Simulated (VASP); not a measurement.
# B8P7C (a cell with a defect) in VASP: a series of runs

Runs on B8P7C (a cell with a defect). Level: PBEsol. Tasks: single point.

All numbers are computed with VASP 6.6.1; they aren't measurements. Logs are shortened: lines on timing, memory, paths and dates and some standing lists are left out, and cuts for length are marked.

## Step 1: The cell of the first run

The cell holds a defect, 16 atoms: a = 6.393 Å, b = 6.393 Å, c = 6.393 Å, α = 60.00°, β = 60.00°, γ = 60.00°.

## Step 2: Single point, PBEsol

INCAR

```
PREC = Accurate
ENCUT = 520
EDIFF = 1E-6
ISMEAR = -1
SIGMA = 0.05
LREAL = Auto
LASPH = True
NELM = 60
ALGO = Normal
ISIF = 2
LWAVE = False
LCHARG = True
GGA = PS
LELF = True
LVHAR = True
NELECT = 64.0
NBANDS = 46
```

KPOINTS

```
Automatic mesh
0
Gamma
  1 1 1
  0.5 0.5 0.5
```

POSCAR

```
B8P7C
1.0
    0.0000000000      4.5201890000      4.5201890000
    4.5201890000      0.0000000000      4.5201890000
    4.5201890000      4.5201890000      0.0000000000
B P C
8 7 1
Direct
    0.0127790000      0.9890330000      0.0026870000
    0.5017460000      0.4855420000      0.5102520000
    0.9928590000      0.0030990000      0.5032400000
    0.5138450000      0.5041030000      0.9891040000
    0.9993780000      0.5064910000      0.9882110000
    0.4900720000      0.0039300000      0.4975310000
    0.5017340000      0.0040970000      0.9988010000
    0.0068280000      0.4909870000      0.4987530000
    0.1351120000      0.1166850000      0.1179070000
    0.1099340000      0.1289970000      0.6266500000
    0.6354510000      0.6231870000      0.1210380000
    0.1198240000      0.6292660000      0.1322940000
    0.6167270000      0.1379630000      0.6116760000
    0.6387530000      0.1138610000      0.1052680000
    0.1344150000      0.6183000000      0.6287830000
    0.6245600000      0.6204510000      0.6430620000
```

Potentials or basis: VASP PAW PBE potentials, release 64 (B, P, C).

On the command line:

```sh
$ cat potpaw_PBE.64/B/POTCAR potpaw_PBE.64/P/POTCAR potpaw_PBE.64/C/POTCAR > POTCAR
$ mpirun -np 1 vasp_std > vasp.out
```

OUTCAR:

```text
PREC = Accurate
   ENCUT = 520
   EDIFF = 1E-6
   ISMEAR = -1
   LREAL = Auto
   LASPH = True
   NELM = 60
   ISIF = 2
   GGA = PS
   NELECT = 64.0

 ion  position               nearest neighbor table
   1  0.013  0.989  0.003-  12 1.88   9 1.91  14 1.96  10 1.97
   2  0.502  0.486  0.510-  13 1.82  15 1.92  11 2.03  16 2.04
   3  0.993  0.003  0.503-  10 1.91  13 1.97  15 2.01   9 2.01
   4  0.514  0.504  0.989-  16 1.81  11 1.95  14 2.04  12 2.06
   5  0.999  0.506  0.988-  15 1.88  11 1.90  12 2.02   9 2.03
   6  0.490  0.004  0.498-  13 1.96  10 1.98  16 2.01  14 2.05
[... 8 lines left out ...]
  15  0.134  0.618  0.629-   5 1.88   2 1.92   8 2.01   3 2.01
  16  0.625  0.620  0.643-   4 1.81   8 2.00   6 2.01   2 2.04

  LATTYP: Found a face centered cubic cell.
 ALAT       =     9.0403780000

  Lattice vectors:

 A1 = (   0.0000000000,   4.5201890000,   4.5201890000)
 A2 = (   4.5201890000,   0.0000000000,   4.5201890000)
 A3 = (   4.5201890000,   4.5201890000,   0.0000000000)

Analysis of symmetry for initial positions (statically):
=====================================================================
 Subroutine PRICEL returns:
 Original cell was already a primitive cell.

 Routine SETGRP: Setting up the symmetry group for a
 face centered cubic supercell.

 Subroutine GETGRP returns: Found  1 space group operations
 (whereof  1 operations were pure point group operations)
 out of a pool of 48 trial point group operations.

The static configuration has the point symmetry C_1 .

Analysis of symmetry for dynamics (positions and initial velocities):
=====================================================================
 Subroutine PRICEL returns:
 Original cell was already a primitive cell.

 Routine SETGRP: Setting up the symmetry group for a
 face centered cubic supercell.

 Subroutine GETGRP returns: Found  1 space group operations
 (whereof  1 operations were pure point group operations)
 out of a pool of 48 trial point group operations.

The dynamic configuration has the point symmetry C_1 .

 Subroutine INISYM returns: Found  1 space group operations
 (whereof  1 operations are pure point group operations),
 and found     1 'primitive' translations

----------------------------------------------------------------------------------------

                                     Primitive cell

  volume of cell :     184.7140

  direct lattice vectors                    reciprocal lattice vectors
     0.000000000  4.520189000  4.520189000    -0.110614844  0.110614844  0.110614844
     4.520189000  0.000000000  4.520189000     0.110614844 -0.110614844  0.110614844
     4.520189000  4.520189000  0.000000000     0.110614844  0.110614844 -0.110614844

  length of vectors
     6.392512588  6.392512588  6.392512588     0.191590529  0.191590529  0.191590529

  position of ions in fractional coordinates (direct lattice)
     0.012779000  0.989033000  0.002687000
     0.501746000  0.485542000  0.510252000
     0.992859000  0.003099000  0.503240000
     0.513845000  0.504103000  0.989104000
     0.999378000  0.506491000  0.988211000
     0.490072000  0.003930000  0.497531000
[... 8 lines left out ...]
     0.134415000  0.618300000  0.628783000
     0.624560000  0.620451000  0.643062000

  ion indices of the primitive-cell ions
   primitive index   ion index
                 1           1
                 2           2
                 3           3
                 4           4
                 5           5
                 6           6
[... 8 lines left out ...]
                15          15
                16          16

----------------------------------------------------------------------------------------

 KPOINTS: Automatic mesh

Automatic generation of k-mesh.
 Grid dimensions read from file:
 generate k-points for:    1    1    1

 Generating k-lattice:

  Cartesian coordinates                     Fractional coordinates (reciprocal lattice)
    -0.110614844  0.110614844  0.110614844     1.000000000  0.000000000  0.000000000
     0.110614844 -0.110614844  0.110614844     0.000000000  1.000000000  0.000000000
     0.110614844  0.110614844 -0.110614844     0.000000000  0.000000000  1.000000000

  Length of vectors
     0.191590529  0.191590529  0.191590529

  Shift w.r.t. Gamma in fractional coordinates (k-lattice)
     0.500000000  0.500000000  0.500000000

 Subroutine IBZKPT returns following result:
 ===========================================

 Found      4 irreducible k-points:

 Following reciprocal coordinates:
            Coordinates               Weight
  0.500000  0.500000  0.500000      1.000000
  0.500000  0.000000  0.000000      1.000000
  0.000000  0.000000  0.500000      1.000000
  0.000000  0.500000  0.000000      1.000000
   k-points           NKPTS =      4   k-points in BZ     NKDIM =      4   number of bands    NBANDS=     46
   number of dos      NEDOS =    301   number of ions     NIONS =     16
   total plane-waves  NPLWV = 110592
   dimension x,y,z NGX =    48 NGY =   48 NGZ =   48
   dimension x,y,z NGXF=    96 NGYF=   96 NGZF=   96
   ions per type =               8   7   1
   NGX,Y,Z   is equivalent  to a cutoff of  12.48, 12.48, 12.48 a.u.
   NGXF,Y,Z  is equivalent  to a cutoff of  24.97, 24.97, 24.97 a.u.
 SYSTEM =  unknown system
   PREC   = accura    normal or accurate (medium, high low for compatibility)
   ISTART =      0    job   : 0-new  1-cont  2-samecut
   ICHARG =      2    charge: 1-file 2-atom 10-const
   ISPIN  =      1    spin polarized calculation?
   LNONCOLLINEAR =      F non collinear calculations
   LSORBIT =      F    spin-orbit coupling
   LASPH  =      T    aspherical Exc in radial PAW
   ENCUT  =  520.0 eV  38.22 Ry    6.18 a.u.  11.89 11.89 11.89*2*pi/ulx,y,z
   NELM   =     60;   NELMIN=  2; NELMDL= -5     # of ELM steps
   EDIFF  = 0.1E-05   stopping-criterion for ELM
   LREAL  =      T    real-space projection
   EDIFFG = 0.1E-04   stopping-criterion for IOM
   NSW    =      0    number of steps for IOM
   IBRION =     -1    ionic relax: 0-MD 1-quasi-New 2-CG
   NFREE  =      0    steps in history (QN), initial steepest desc. (CG)
   ISIF   =      2    stress and relaxation
   ISYM   =      2    0-nonsym 1-usesym 2-fastsym
   POTIM  = 0.5000    time-step for ionic-motion
   TEBEG  =    0.0;   TEEND  =   0.0 temperature during run
   PSTRESS=    0.0 pullay stress
   NELECT =      64.0000    total number of electrons
   NUPDOWN=      -1.0000    fix difference up-down
   EMIN   =  10.00;   EMAX   =-10.00  energy-range for DOS
   EFERMI =   0.00;   METHOD = LEGACY
   ISMEAR =    -1;   SIGMA  =   0.05  broadening in eV -4-tet -1-fermi 0-gaus
   EFERMI_NEDOS =   21; number of points for ismear=-14 and -15
   IALGO  =     38    algorithm
   IMIX   =      4    mixing-type and parameters
     AMIX     =   0.40;   BMIX     =  1.00
     AMIX_MAG =   1.60;   BMIX_MAG =  1.00
  volume/ion in A,a.u.               =      11.54        77.91
  Fermi-wavevector in a.u.,A,eV,Ry     =   1.149833  2.172870 17.988490  1.322117
  Thomas-Fermi vector in A             =   2.286501
   LORBIT       =      0    0 simple, 1 ext, 2 COOP (PROOUT), +10 PAW based schemes
   GGA     = PS    functional components
   LHFCALC =     F    Hartree Fock is set to
   AEXX    =    0.0000 exact exchange contribution
   IVDW    =     0    specifies the selected vdW correction
   LEPSILON=     F    determine dielectric tensor
   LRPA    =     F    only Hartree local field effects (RPA)
 non-spin polarized calculation
  energy-cutoff  :      520.00
  volume of cell :      184.71
 maximum number of plane-waves:      4940
 NGX is ok and might be reduce to    48
   NGX = 23   NGY = 23   NGZ = 23

 number of electron      63.9999999 magnetization

 Free energy of the ion-electron system (eV)
  ---------------------------------------------------
  ext. energy  EPLUGINS =         0.00000000
  ---------------------------------------------------
  free energy    TOTEN  =      -100.50337614 eV

  energy without entropy =     -100.50337614  energy(sigma->0) =     -100.50337614

 E-fermi :   7.8109     XC(G=0): -11.0239

 val. band max:        6.7322245083   @ k =   0.0000   0.5000   0.0000
 cond. band min:       8.9000078839   @ k =   0.0000   0.5000   0.0000
 fundamental gap:      2.1677833756
 Fermi energy:         7.8108790370

 k-point     1 :       0.5000    0.5000    0.5000
  band No.  band energies     occupation
      1      -7.7238      2.00000
      2      -7.3078      2.00000
      3      -5.2213      2.00000
      4      -5.0766      2.00000
      5      -5.0274      2.00000
      6      -4.8110      2.00000
[... 36 lines left out ...]
     43      11.9671      0.00000
     44      12.5087      0.00000

 k-point     2 :       0.5000    0.0000    0.0000
  band No.  band energies     occupation
      1      -7.7347      2.00000
      2      -7.2894      2.00000
      3      -5.2440      2.00000
      4      -5.1700      2.00000
      5      -4.9921      2.00000
      6      -4.8098      2.00000
[... 36 lines left out ...]
     43      12.0599      0.00000
     44      12.2742      0.00000

 k-point     3 :       0.0000    0.0000    0.5000
  band No.  band energies     occupation
      1      -7.7156      2.00000
      2      -7.3183      2.00000
      3      -5.1915      2.00000
      4      -5.1530      2.00000
      5      -5.0113      2.00000
      6      -4.8913      2.00000
[... 36 lines left out ...]
     43      11.8905      0.00000
     44      12.3458      0.00000

 k-point     4 :       0.0000    0.5000    0.0000
  band No.  band energies     occupation
      1      -7.7398      2.00000
      2      -7.2831      2.00000
      3      -5.2104      2.00000
      4      -5.0948      2.00000
      5      -4.9608      2.00000
      6      -4.9504      2.00000
[... 36 lines left out ...]
     43      12.1115      0.00000
     44      12.5451      0.00000
 [bands above 44 left out]

------------------------ aborting loop because EDIFF is reached ----------------------------------------

  FORCE on cell =-STRESS in cart. coord.  units (eV):
  Direction    XX          YY          ZZ          XY          YZ          ZX
  --------------------------------------------------------------------------------------
  -------------------------------------------------------------------------------------
  Total        3.8113717      3.7824817      4.5601778     -0.8203492      0.9250755      2.1282863
  in kB       33.0591821     32.8085953     39.5541978     -7.1155679      8.0239460     18.4603894
  external PRESSURE =      35.1406584 kB  Pullay stress =       0.0000000 kB

 VOLUME and BASIS-vectors are now :
 -----------------------------------------------------------------------------
  energy-cutoff  :      520.00
  volume of cell :      184.71
      direct lattice vectors                 reciprocal lattice vectors
     0.000000000  4.520189000  4.520189000    -0.110614844  0.110614844  0.110614844
     4.520189000  0.000000000  4.520189000     0.110614844 -0.110614844  0.110614844
     4.520189000  4.520189000  0.000000000     0.110614844  0.110614844 -0.110614844

 POSITION                                       TOTAL-FORCE (eV/Angst)
 -----------------------------------------------------------------------------------
      4.48276      0.06991      4.52838         0.093897     -1.428308     -0.108621
      4.50118      4.57442      4.46273         2.310516      0.149676      3.516452
      2.28875      6.76265      4.50192        -1.005987     -0.310081     -0.141390
      6.74958      6.79361      4.60132        -1.690920     -1.760408      0.452285
      6.75634      8.98428      6.80681         0.298263      1.859246     -0.242888
      2.26670      4.46415      2.23298        -1.987478      1.325778     -1.172038
[... 8 lines left out ...]
      5.63705      3.44980      3.40241        -0.497116     -1.610078      0.089272
      5.71132      5.72989      5.62769        -0.321987     -0.491971      0.188029
 -----------------------------------------------------------------------------------
    total drift:                               -0.000028     -0.002871     -0.002135

  FREE ENERGIE OF THE ION-ELECTRON SYSTEM (eV)
  ---------------------------------------------------
  free  energy   TOTEN  =      -100.5033761377 eV

  energy  without entropy=     -100.5033761368  energy(sigma->0) =     -100.50337614
```

It took 3.4 min on 1 thread of AMD EPYC 7R13, shared host; peak memory 0.29 GiB.

Results:

```
Free energy   : -100.5034 eV
Largest force : 4.210 eV/Å
```

Forces in eV/Å, atoms in the order of the input:
```
B    0.094 -1.428 -0.109
B    2.311  0.150  3.516
B   -1.006 -0.310 -0.141
B   -1.691 -1.760  0.452
B    0.298  1.859 -0.243
B   -1.987  1.326 -1.172
B   -1.921 -0.698 -0.420
B    3.111 -1.440 -1.198
P    1.884  0.001  0.163
P   -0.964  1.278  0.917
P    0.626 -0.397 -1.001
P   -2.227  0.854  0.023
P   -1.118  1.566 -1.665
P    3.409  1.103  0.600
P   -0.497 -1.610  0.089
C   -0.322 -0.492  0.188
```

Caveat: the k points lie up to 1.20 Å⁻¹ apart; the cell carries a net charge on a neutralising background, which shifts energy and pressure; the cell is charged against a uniform background, so pressure and absolute levels hang on convention; the PAW data sets were made with another functional, which shifts forces and pressure a little.

## Step 3: Single point, PBEsol

INCAR

```
SYSTEM = B8P7C
PREC     = Accurate       ! precision mode
ENCUT    = 520            ! plane-wave cutoff, eV
EDIFF    = 1E-6           ! SCF threshold, eV
ISMEAR   = -1             ! smearing method
SIGMA    = 0.05           ! smearing width, eV
LREAL    = Auto         
LASPH    = .TRUE.         ! aspherical terms in the spheres
NELM     = 100            ! most SCF steps
ALGO     = Normal         ! electronic algorithm
ISIF     = 2              ! what is computed and relaxed
LWAVE    = .FALSE.        ! write WAVECAR
LCHARG   = .TRUE.         ! write CHGCAR
GGA      = PS             ! functional
LELF     = .TRUE.         ! ELF
LVHAR    = .TRUE.       
NELECT   = 64.0         
NBANDS   = 46             ! bands
```

KPOINTS

```
Automatic mesh
0
Gamma
  2 2 2
  0.5 0.5 0.5
```

POSCAR is that of step 2.

Potentials or basis: VASP PAW PBE potentials, release 64 (B, P, C).

On the command line:

```sh
$ cat potpaw_PBE.64/B/POTCAR potpaw_PBE.64/P/POTCAR potpaw_PBE.64/C/POTCAR > POTCAR
$ mpirun -np 1 vasp_std > vasp.out
```

It took 12 min on 1 thread of AMD EPYC 7R13, shared host; peak memory 0.34 GiB.

It converged, with:

```yaml
Free_energy: -101.5744 eV
Largest_force: 4.268 eV/Å
```

Forces in eV/Å, atoms in the order of the input:
```
B    0.092 -1.406 -0.083
B    2.336  0.172  3.568
B   -0.977 -0.286 -0.195
B   -1.703 -1.788  0.459
B    0.306  1.826 -0.234
B   -2.018  1.349 -1.197
B   -1.902 -0.671 -0.408
B    3.087 -1.478 -1.197
P    1.866 -0.007  0.166
P   -0.918  1.271  0.883
P    0.691 -0.373 -1.026
P   -2.225  0.862 -0.027
P   -1.172  1.583 -1.669
P    3.367  1.097  0.614
P   -0.499 -1.628  0.147
C   -0.333 -0.523  0.199
```

Levels at points of the mesh, in eV from the Fermi level:
| k point | band 29 | band 30 | band 31 | band 32 | band 33 | band 34 | band 35 | band 36 |
| --- | --- | --- | --- | --- | --- | --- | --- | --- |
| (0.25, 0.25, 0.25) | -2.10 | -1.88 | -0.90 | -0.66 | 0.71 | 0.83 | 1.01 | 2.10 |

Caveat: the k points lie up to 0.60 Å⁻¹ apart; the cell carries a net charge on a neutralising background, which shifts energy and pressure; the cell is charged against a uniform background, so pressure and absolute levels hang on convention; the PAW data sets were made with another functional, which shifts forces and pressure a little.

## Step 4: Single point, PBEsol

INCAR

```
SYSTEM = B8P7C
PREC = Accurate
ENCUT = 520
EDIFF = 1E-6
ISMEAR = -1
SIGMA = 0.05
LREAL = Auto
LASPH = .True.
NELM = 60
ALGO = Normal
ISIF = 2
LWAVE = .False.
LCHARG = .False.
GGA = PS
NBANDS = 46
```

KPOINTS is that of step 3.

POSCAR is that of step 3.

On the command line:

```sh
$ cat potpaw_PBE.64/B/POTCAR potpaw_PBE.64/P/POTCAR potpaw_PBE.64/C/POTCAR > POTCAR
$ mpirun -np 1 vasp_std > vasp.out
```

Wall time 9.2 min (1 thread of AMD EPYC 7R13, shared host); peak memory 0.34 GiB.

It converged, with:

```
Free energy   : -108.3878 eV
Pressure      : -6.2 GPa
Largest force : 3.953 eV/Å
```

Forces in eV/Å, atoms in the order of the input:
```
B    0.207 -1.256  0.048
B    2.128 -0.092  3.330
B   -1.000 -0.279 -0.189
B   -1.625 -1.800  0.485
B    0.232  1.874 -0.325
B   -1.817  1.301 -1.065
B   -1.637 -0.636 -0.527
B    2.724 -1.388 -0.991
P    1.768 -0.091  0.191
P   -0.857  1.142  0.515
P    0.681 -0.265 -0.716
P   -2.103  0.603 -0.147
P   -1.292  1.835 -1.507
P    2.881  1.019  0.574
P   -0.090 -1.580  0.223
C   -0.201 -0.388  0.100
```

Stress tensor (GPa, compression positive):
```
-6.22 -0.80  2.09
-0.80 -6.60  0.97
 2.09  0.97 -5.78
```

Levels at points of the mesh, in eV from the Fermi level:
| k point | band 28 | band 29 | band 30 | band 31 | band 32 | band 33 | band 34 | band 35 | band 36 | band 37 |
| --- | --- | --- | --- | --- | --- | --- | --- | --- | --- | --- |
| (0.25, 0.25, 0.25) | -1.10 | -0.93 | -0.77 | 0.22 | 0.40 | 1.96 | 2.12 | 2.30 | 3.37 | 3.62 |

Caveat: the k points lie up to 0.60 Å⁻¹ apart; the PAW data sets were made with another functional, which shifts forces and pressure a little.
